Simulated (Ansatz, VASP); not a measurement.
# One calculation of In2O3, two programs

```
In O
1.0
     2.73089    1.57668    4.79072
    -2.73089    1.57668    4.79072
     0.00000   -3.15336    4.79072
In O
4 6
Direct
  0.35768 0.35768 0.35768
  0.14232 0.14232 0.14232
  0.64232 0.64232 0.64232
  0.85768 0.85768 0.85768
  0.54553 0.95447 0.25000
  0.25000 0.54553 0.95447
  0.95447 0.25000 0.54553
  0.45447 0.04553 0.75000
  0.75000 0.45447 0.04553
  0.04553 0.75000 0.45447
```

Alike in both runs: functional LDA; k mesh 6 × 6 × 6; occupations gaussian, width 0.02 eV; no spin polarisation.

Ansatz relaxed the structure, and its values are those at the end. VASP's run is a single point on that final structure, the one shown.

|  | VASP | Ansatz |
| --- | --- | --- |
| version | VASP 6.6.1 | Ansatz 0.2.0 |
| potentials or method | VASP PAW LDA potentials, release 64 (In_d, O), cutoff 520 eV | scalar-relativistic, plane waves, PAW |
| valence electrons in the cell | 88 | 88 |

VASP gave:

- gap on the k mesh at the Fermi level (eV): 1.31
- least direct gap on the mesh (eV): 1.34
- pressure (GPa): 0.7

Q: What did Ansatz give for the same quantities?

A: gap on the k mesh at the Fermi level (eV): 1.29; least direct gap on the mesh (eV): 1.32; pressure (GPa): 0.0.

LDA's correlation is that of Perdew and Zunger in VASP and of Perdew and Wang (1992) in Ansatz.
